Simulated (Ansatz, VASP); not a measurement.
# Ir in VASP and in Ansatz

```
Ir
1.0
     0.00000    1.93852    1.93852
     1.93852    0.00000    1.93852
     1.93852    1.93852    0.00000
Ir
1
Direct
  0.00000 0.00000 0.00000
```

Alike in both runs: functional PBE; k mesh 8 × 8 × 8; occupations gaussian, width 0.1 eV; no spin polarisation.

Ansatz relaxed the structure, and its values are those at the end. VASP's run is a single point on that final structure, the one shown.

```csv
,VASP,Ansatz
version,VASP 6.6.1,Ansatz 0.2.0
potentials or method,"VASP PAW PBE potentials, release 64 (Ir), cutoff 520 eV","scalar-relativistic, plane waves, PAW"
valence electrons in the cell,9,17
```

|  | VASP | Ansatz | Ansatz less VASP |
| --- | --- | --- | --- |
| gap on the k mesh at the Fermi level (eV) | none | none | - |
| pressure (GPa) | 0.1 | -0.4 | -0.47 |

A gap of «none» marks a metal or a gap that the smearing closes. With one functional, cell and mesh, what is left measures potentials, basis and numerics. VASP's potentials hold 9 valence electrons a cell and Ansatz's 17, so a difference there can come from the potentials and not from the codes.

Spin-orbit coupling is off throughout.
